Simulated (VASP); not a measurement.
# Be3ZnSe4 (P3m1) in VASP: further runs, part 2 of 2

VASP 6.6.1.

## Step 3: Elastic constants, PBE

INCAR reads:

```
PREC = Accurate
ENCUT = 600
EDIFF = 1E-8
ISMEAR = 0
SIGMA = 0.01
LREAL = False
LASPH = True
NELM = 80
ALGO = Normal
ISIF = 3
LWAVE = False
LCHARG = True
GGA = PE
NBANDS = 31
IBRION = 6
NFREE = 2
POTIM = 0.015
NSW = 1
KPAR = 4
```

KPOINTS reads:

```
regular mesh
0
Gamma
  6 6 2
```

POSCAR reads:

```
Be3ZnSe4
1.0
    3.7470857836      0.0000000289      0.0000000000
   -1.8735429168      3.2450714643      0.0000000000
    0.0000000000      0.0000000000     12.4096727021
Be Zn Se
3 1 4
Direct
    0.6666666667      0.3333333333      0.0124970753
    0.6666666667      0.3333333333      0.4928404479
    0.0000000000      0.0000000000      0.2531601903
    0.0000000000      0.0000000000      0.7562133003
    0.6666666667      0.3333333333      0.1939086945
    0.6666666667      0.3333333333      0.6729401118
    0.0000000000      0.0000000000      0.4343231161
    0.0000000000      0.0000000000      0.9541170637
```

Potentials or basis: VASP PAW PBE potentials, release 64 (Be, Zn, Se).

The run is started by

```console
$ cat potpaw_PBE.64/Be/POTCAR potpaw_PBE.64/Zn/POTCAR potpaw_PBE.64/Se/POTCAR > POTCAR
$ mpirun -np 4 vasp_std > vasp.out
```

OUTCAR:

```text
PREC = Accurate
   ENCUT = 600
   EDIFF = 1E-8
   ISMEAR = 0
   LREAL = False
   LASPH = True
   NELM = 80
   ISIF = 3
   GGA = PE
   IBRION = 6
   NFREE = 2
   POTIM = 0.015
   NSW = 1

 ion  position               nearest neighbor table
   1  0.667  0.333  0.012-   5 2.25   8 2.28   8 2.28   8 2.28
   2  0.667  0.333  0.493-   6 2.23   7 2.28   7 2.28   7 2.28
   3  0.000  0.000  0.253-   7 2.25   5 2.28   5 2.28   5 2.28
   4  0.000  0.000  0.756-   6 2.40   6 2.40   6 2.40   8 2.46
   5  0.667  0.333  0.194-   1 2.25   3 2.28   3 2.28   3 2.28
   6  0.667  0.333  0.673-   2 2.23   4 2.40   4 2.40   4 2.40
   7  0.000  0.000  0.434-   3 2.25   2 2.28   2 2.28   2 2.28
   8  0.000  0.000  0.954-   1 2.28   1 2.28   1 2.28   4 2.46

  LATTYP: Found a hexagonal cell.
 ALAT       =     3.7470857836
 C/A-ratio  =     3.3118197497

  Lattice vectors:

 A1 = (   3.7470857836,   0.0000000289,   0.0000000000)
 A2 = (  -1.8735429168,   3.2450714643,   0.0000000000)
 A3 = (   0.0000000000,   0.0000000000,  12.4096727021)

Analysis of symmetry for initial positions (statically):
=====================================================================
 Subroutine PRICEL returns:
 Original cell was already a primitive cell.

 Routine SETGRP: Setting up the symmetry group for a
 hexagonal supercell.

 Subroutine GETGRP returns: Found  6 space group operations
[... 916 lines left out ...]
  --------------------------------------------------------------------------------
  x     0.00000    -0.00000     0.00000    -1.85280     0.00000    -1.74696
  y    -1.86144     1.87452    -0.00000     0.00001    -1.74236     0.00002
  z    -1.56529    -1.56818     5.10874    -0.00012    -0.00124    -0.00003

 INTERNAL STRAIN TENSORS FROM DISPLACED ATOMS
 ============================================

 INTERNAL STRAIN TENSOR FOR ION    1 for displacements in x,y,z  (eV/Angst):
          X           Y           Z          XY          YZ          ZX
  --------------------------------------------------------------------------------
  x     0.00000    -0.00000     0.00000    -1.86029    -0.00000    -1.75117
  y    -1.86029     1.86029    -0.00000    -0.00000    -1.75117    -0.00000
  z    -1.55800    -1.55800     5.06518    -0.00000     0.00000     0.00000

 INTERNAL STRAIN TENSOR FOR ION    8 for displacements in x,y,z  (eV/Angst):
          X           Y           Z          XY          YZ          ZX
  --------------------------------------------------------------------------------
  x    -0.00000     0.00000     0.00000     3.16661     0.00000     2.60731
  y     3.16661    -3.16661     0.00000     0.00000     2.60732     0.00000
  z     2.31996     2.31996    -5.11473     0.00000     0.00000     0.00000

 Eigenvectors and eigenvalues of the dynamical matrix
 ----------------------------------------------------

   1 f  =   16.283003 THz   102.309124 2PiTHz  543.142508 cm-1    67.341058 meV
             X         Y         Z           dx          dy          dz
      1.873543  1.081691  0.155085    -0.000000   -0.000000    0.307317
      1.873543  1.081691  6.115989    -0.000000   -0.000000   -0.766103
      0.000000  0.000000  3.141635    -0.000000   -0.000000    0.524308
      0.000000  0.000000  9.384360    -0.000000   -0.000000   -0.008155
      1.873543  1.081691  2.406343     0.000000    0.000000   -0.129984
      1.873543  1.081691  8.350967     0.000000   -0.000000    0.154937
      0.000000  0.000000  5.389808     0.000000    0.000000    0.011698
      0.000000  0.000000 11.840280     0.000000    0.000000   -0.051365
[... 243 lines left out ...]
  24 f/i=    0.013072 THz     0.082135 2PiTHz    0.436042 cm-1     0.054062 meV
             X         Y         Z           dx          dy          dz
      1.873543  1.081691  0.155085    -0.139013    0.049849   -0.000000
      1.873543  1.081691  6.115989    -0.139313    0.049957   -0.000000
      0.000000  0.000000  3.141635    -0.138904    0.049810   -0.000000
      0.000000  0.000000  9.384360    -0.381003    0.136625   -0.000000
      1.873543  1.081691  2.406343    -0.411143    0.147433   -0.000000
      1.873543  1.081691  8.350967    -0.417618    0.149755   -0.000000
      0.000000  0.000000  5.389808    -0.412066    0.147764   -0.000000
      0.000000  0.000000 11.840280    -0.411862    0.147691   -0.000000

--------------------------------------------------------------------------------------------------------

 ELASTIC MODULI CONTR FROM IONIC RELAXATION (kBar)
 Direction    XX          YY          ZZ          XY          YZ          ZX
 --------------------------------------------------------------------------------
 XX        -205.8868     70.1008     74.8798     -0.0000     40.5622     -0.0000
 YY          70.1008   -205.8868     74.8798     -0.0000    -40.5622      0.0000
 ZZ          74.8798     74.8798   -136.3369      0.0000      0.0000     -0.0000
 XY          -0.0000     -0.0000      0.0000   -137.9938      0.0000     40.5622
 YZ          40.5622    -40.5622      0.0000      0.0000    -74.4504     -0.0000
 ZX          -0.0000      0.0000     -0.0000     40.5622     -0.0000    -74.4503
 --------------------------------------------------------------------------------

 TOTAL ELASTIC MODULI (kBar)
 Direction    XX          YY          ZZ          XY          YZ          ZX
 --------------------------------------------------------------------------------
 XX        1272.1218    426.2835    315.3902      0.0000     -9.3286      0.0000
 YY         426.2835   1272.1218    315.3902      0.0000      9.3286     -0.0000
 ZZ         315.3902    315.3902   1610.0312      0.0000      0.0000     -0.0000
 XY           0.0000      0.0000      0.0000    422.9191     -0.0000     -9.3286
 YZ          -9.3286      9.3286      0.0000     -0.0000    358.8884      0.0000
 ZX           0.0000     -0.0000     -0.0000     -9.3286      0.0000    358.8885
 --------------------------------------------------------------------------------
```

Wall time 42 min (4 MPI ranks of Oxide Virtual Turin-like, shared host); peak memory 0.53 GiB.

What came out:

* Voigt bulk modulus: 70 GPa
* Highest phonon frequency at Γ, LO-TO splitting left out: 543 cm⁻¹

Phonon frequencies in cm⁻¹ (negative: imaginary):
| q point | frequencies |
| --- | --- |
| (0.000, 0.000, 0.000) | 0 0 0 55 55 70 70 90 90 140 152 212 226 226 242 430 430 442 442 452 452 492 537 543 |

Elastic tensor in Voigt notation (GPa, in the Cartesian axes of the cell as first typed):
```
127  43  32  -1   0   0
 43 127  32   1   0   0
 32  32 161   0   0   0
 -1   1   0  36   0   0
  0   0   0   0  36  -1
  0   0   0   0  -1  42
```

Clamped-ion elastic tensor (GPa):
```
148  36  24  -5   0   0
 36 148  24   5   0   0
 24  24 175   0   0   0
 -5   5   0  43   0   0
  0   0   0   0  43  -5
  0   0   0   0  -5  56
```
